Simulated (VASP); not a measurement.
# PtSe2 (P-3m1) in VASP: further runs, part 3 of 3

VASP 6.6.1. Earlier steps stand in the parts before.

## 5. Relaxation of cell and atoms, r2SCAN+D4

Contents of POSCAR:

```
PtSe2
1.0
    3.7240000000      0.0000000000      0.0000000000
   -1.8620000000      3.2250786000      0.0000000000
    0.0000000000      0.0000000000      5.0620000000
Pt Se
1 2
Direct
    0.0000000000      0.0000000000      0.0000000000
    0.3333333333      0.6666666667      0.2500000000
    0.6666666667      0.3333333333      0.7500000000
```

Contents of INCAR.step1:

```
SYSTEM = PtSe2
  ALGO = Normal
  EDIFF = 1E-4
  ENCUT = 600
  GGA = PE
  ISMEAR = -1
  LASPH = .True.
  LCHARG = .False.
  LREAL = .False.
  LWAVE = .True.
  NELM = 100
  PREC = Accurate
  SIGMA = 0.1
```

Contents of INCAR.step2:

```
SYSTEM = PtSe2
  ALGO = Normal
  EDIFF = 1E-7
  EDIFFG = -0.05
  ENCUT = 600
  IBRION = 2
  ISIF = 3
  ISMEAR = -1
  ISTART = 1
  IVDW = 13
  LASPH = .True.
  LCHARG = .False.
  LMIXTAU = .True.
  LREAL = .False.
  LWAVE = .False.
  METAGGA = R2SCAN
  NELM = 100
  NSW = 80
  PREC = Accurate
  SIGMA = 0.1
  VDW_A1 = 0.51559235
  VDW_A2 = 5.77342911
  VDW_S6 = 1.0
  VDW_S8 = 0.6018749
```

Contents of KPOINTS:

```
k-points
0
Gamma
  6 6 4
  0 0 0
```

Potentials or basis: VASP PAW PBE potentials, release 64 (Pt, Se).

Started as:

```sh
> cat potpaw_PBE.64/Pt/POTCAR potpaw_PBE.64/Se/POTCAR > POTCAR
> cp INCAR.step1 INCAR
> mpirun -np 1 vasp_std > vasp.out
> cp INCAR.step2 INCAR
> mpirun -np 1 vasp_std > vasp.out
```

OUTCAR:

```text
SYSTEM = PtSe2
   EDIFF = 1E-7
   EDIFFG = -0.05
   ENCUT = 600
   IBRION = 2
   ISIF = 3
   ISMEAR = -1
   ISTART = 1
   IVDW = 13
   LASPH = .True.
   LREAL = .False.
   METAGGA = R2SCAN
   NELM = 100
   NSW = 80
   PREC = Accurate

 ion  position               nearest neighbor table
   1  0.000  0.000  0.000-   2 2.49   3 2.49   3 2.49   2 2.49   3 2.49   2 2.49
   2  0.333  0.667  0.250-   1 2.49   1 2.49   1 2.49
   3  0.667  0.333  0.750-   1 2.49   1 2.49   1 2.49

  LATTYP: Found a hexagonal cell.
 ALAT       =     3.7240000000
 C/A-ratio  =     1.3592910849

  Lattice vectors:

 A1 = (   3.7240000000,   0.0000000000,   0.0000000000)
 A2 = (  -1.8620000000,   3.2250786000,   0.0000000000)
 A3 = (   0.0000000000,   0.0000000000,   5.0620000000)

Analysis of symmetry for initial positions (statically):
=====================================================================
 Subroutine PRICEL returns:
 Original cell was already a primitive cell.

 Routine SETGRP: Setting up the symmetry group for a
 hexagonal supercell.

 Subroutine GETGRP returns: Found 12 space group operations
 (whereof 12 operations were pure point group operations)
 out of a pool of 24 trial point group operations.

The static configuration has the point symmetry D_3d.

Analysis of symmetry for dynamics (positions and initial velocities):
=====================================================================
 Subroutine PRICEL returns:
 Original cell was already a primitive cell.

 Routine SETGRP: Setting up the symmetry group for a
 hexagonal supercell.

 Subroutine GETGRP returns: Found 12 space group operations
 (whereof 12 operations were pure point group operations)
 out of a pool of 24 trial point group operations.

The dynamic configuration has the point symmetry D_3d.

 Subroutine INISYM returns: Found 12 space group operations
 (whereof 12 operations are pure point group operations),
[... 109 lines left out ...]
   NUPDOWN=      -1.0000    fix difference up-down
   EMIN   =  10.00;   EMAX   =-10.00  energy-range for DOS
   EFERMI =   0.00;   METHOD = LEGACY
   ISMEAR =    -1;   SIGMA  =   0.10  broadening in eV -4-tet -1-fermi 0-gaus
   EFERMI_NEDOS =   21; number of points for ismear=-14 and -15
   IALGO  =     38    algorithm
   IMIX   =      4    mixing-type and parameters
     AMIX     =   0.40;   BMIX     =  1.00
     AMIX_MAG =   1.60;   BMIX_MAG =  1.00
  volume/ion in A,a.u.               =      20.27       136.76
  Fermi-wavevector in a.u.,A,eV,Ry     =   1.166608  2.204570 18.517184  1.360975
  Thomas-Fermi vector in A             =   2.303119
   LORBIT       =      0    0 simple, 1 ext, 2 COOP (PROOUT), +10 PAW based schemes
   METAGGA = R2SCAN    functional components
   LHFCALC =     F    Hartree Fock is set to
   AEXX    =    0.0000 exact exchange contribution
   IVDW    =    13    specifies the selected vdW correction
   LEPSILON=     F    determine dielectric tensor
   LRPA    =     F    only Hartree local field effects (RPA)
 conjugate gradient relaxation of ions
 non-spin polarized calculation
  energy-cutoff  :      600.00
  volume of cell :       60.80
 maximum number of plane-waves:      2051
 NGX is ok and might be reduce to    30
   NGX = 15   NGY = 15   NGZ = 21

--------------------------------------- Ionic step        1  -------------------------------------------

 number of electron      22.0000000 magnetization

 Free energy of the ion-electron system (eV)
  ---------------------------------------------------
  ext. energy  EPLUGINS =         0.00000000
  ---------------------------------------------------
  free energy    TOTEN  =       -81.43306556 eV

  energy without entropy =      -81.41611858  energy(sigma->0) =      -81.42459207

------------------------ aborting loop because EDIFF is reached ----------------------------------------

  DFT-D4 for vdW energy calculation

  Edisp (eV):   -0.52493
[... 108 lines left out ...]
  FREE ENERGIE OF THE ION-ELECTRON SYSTEM (eV)
  ---------------------------------------------------
  free  energy   TOTEN  =       -81.9780075894 eV

  energy  without entropy=      -81.9604550429  energy(sigma->0) =      -81.96923132

[... ionic steps 4 to 7 ...]

--------------------------------------- Ionic step        8  -------------------------------------------

 number of electron      22.0000001 magnetization

------------------------ aborting loop because EDIFF is reached ----------------------------------------
[... 77 lines left out ...]
--------------------------------------- Ionic step       10  -------------------------------------------

 number of electron      22.0000001 magnetization

 Free energy of the ion-electron system (eV)
  ---------------------------------------------------
  ext. energy  EPLUGINS =         0.00000000
  ---------------------------------------------------
  free energy    TOTEN  =       -81.47830020 eV

  energy without entropy =      -81.46512934  energy(sigma->0) =      -81.47171477

 E-fermi :   5.7431     XC(G=0): -11.0028

 val. band max:        5.5712915623   @ k =   0.0000   0.1667   0.2500
 cond. band min:       5.8897541830   @ k =   0.3333   0.3333   0.0000
 fundamental gap:      0.3184626207
 Fermi energy:         5.7431496846

 k-point     1 :       0.0000    0.0000    0.0000
  band No.  band energies     occupation
      1     -10.2427      2.00000
      2      -7.6559      2.00000
      3      -1.4355      2.00000
      4      -0.7136      2.00000
      5      -0.7136      2.00000
      6       1.6606      2.00000
      7       1.6606      2.00000
      8       3.0373      2.00000
      9       4.6445      1.99997
     10       4.6445      1.99997
     11       5.9456      0.23321
     12       7.3332      0.00000
     13       7.3332      0.00000
     14      10.0296      0.00000
[... 447 lines left out ...]
  FREE ENERGIE OF THE ION-ELECTRON SYSTEM (eV)
  ---------------------------------------------------
  free  energy   TOTEN  =       -81.9814286414 eV

  energy  without entropy=      -81.9682577781  energy(sigma->0) =      -81.97484321

 reached required accuracy - stopping structural energy minimisation
```

OUTCAR.step1:

```text
SYSTEM = PtSe2
   EDIFF = 1E-4
   ENCUT = 600
   GGA = PE
   ISMEAR = -1
   LASPH = .True.
[... 654 lines left out ...]
      0.00000      0.00000      0.00000         0.000000      0.000000      0.000000
     -0.00000      2.15005      1.26550        -0.000000      0.000000      0.601382
      1.86200      1.07503      3.79650         0.000000     -0.000000     -0.601382
 -----------------------------------------------------------------------------------
    total drift:                                0.000000      0.000000     -0.000000

  FREE ENERGIE OF THE ION-ELECTRON SYSTEM (eV)
  ---------------------------------------------------
  free  energy   TOTEN  =       -14.1980894924 eV

  energy  without entropy=      -14.1767042640  energy(sigma->0) =      -14.18739688
```

It took 13 min on 1 thread of Intel Xeon 6975P-C (Granite Rapids), shared host; peak memory 0.22 GiB.

Results:

| Quantity | Value |
| --- | --- |
| Free energy | -81.9814 eV |
| Relaxed volume | 21.21 Å³/atom |
| Relaxed cell | a = 3.738 Å, b = 3.738 Å, c = 5.258 Å, α = 90.00°, β = 90.00°, γ = 120.00° |
| Space group after relaxing (to 0.1 Å) | P-3m1 (No. 164) |
| Energy gained by relaxing | 7.8 meV/atom |
| Ionic steps | 10 |
| Pressure after relaxing | -0.3 GPa |
| Largest force after relaxing | 0.047 eV/Å |
| Band gap on the k mesh | zero (bands 11 and 12 overlap by 0.06 eV) |
| Dispersion energy per atom | -0.168 eV |

Forces on the atoms (eV/Å):
```
Pt   0.000  0.000  0.000
Se   0.000  0.000 -0.047
Se   0.000  0.000  0.047
```

Step by step:
| step | energy change (eV) | largest force (eV/Å) | pressure (GPa) | volume (Å³) |
| --- | --- | --- | --- | --- |
| 1 | 0.0000 | 0.3972 | 3.78 | 60.80 |
| 2 | 0.0393 | 0.5891 | -5.63 | 65.10 |
| 3 | -0.0200 | 0.0050 | -0.05 | 62.32 |
| 4 | -0.0200 | 0.0124 | 0.03 | 62.29 |
| 5 | -0.0209 | 0.0129 | 0.05 | 62.33 |
| 6 | -0.0216 | 0.0643 | 0.12 | 62.39 |
| 7 | -0.0221 | 0.0643 | 0.02 | 62.58 |
| 8 | -0.0228 | 0.0645 | -0.15 | 62.93 |
| 9 | -0.0232 | 0.0657 | -0.46 | 63.61 |
| 10 | -0.0234 | 0.0475 | -0.33 | 63.63 |

Final structure:
```xyz
3
Lattice="3.7380 0.0000 0.0000 -1.8690 3.2372 0.0000 0.0000 0.0000 5.2580" Properties=species:S:1:pos:R:3 pbc="T T T"
Pt    0.0000    0.0000    0.0000
Se    0.0000    2.1582    1.2991
Se    1.8690    1.0791    3.9589
```

Caveat: the PAW data sets were made with another functional, which shifts forces and pressure a little; spin-orbit coupling is left out, which moves the levels of the heavy elements; the relaxation stopped at a loose force limit of 0.05 eV/Å, so its end isn't a converged minimum. Zero-point motion and thermal expansion aren't in these numbers.

## 6. Summary

| level | gap on the mesh (eV) | pressure (GPa) | relaxed volume (Å³/atom) | largest force (eV/Å) |
| --- | --- | --- | --- | --- |
| PBE+D3(BJ) | none | 0.1 | 19.81 | 0.02 |
| PBEsol | none | 0.1 | 19.85 | 0.01 |
| r2SCAN | 0.62 | 0.2 | 22.65 | 0.02 |
| r2SCAN+D4 | none | -0.3 | 21.21 | 0.05 |

Alike in all rows: task relaxation of cell and atoms; potentials or basis VASP PAW PBE potentials, release 64 (Pt, Se); no spin polarisation; cell relaxed; k mesh 6 × 6 × 4; cutoff (eV) 600; smearing fermi-dirac 0.1 eV.

Caveats: spin-orbit coupling is left out, which moves the levels of the heavy elements; the PAW data sets were made with another functional, which shifts forces and pressure a little (at least some runs); the relaxation stopped at a loose force limit of 0.05 eV/Å, so its end isn't a converged minimum (at least some runs).

Total energies depend on the potentials used, so only differences within one code and one set of settings carry meaning.
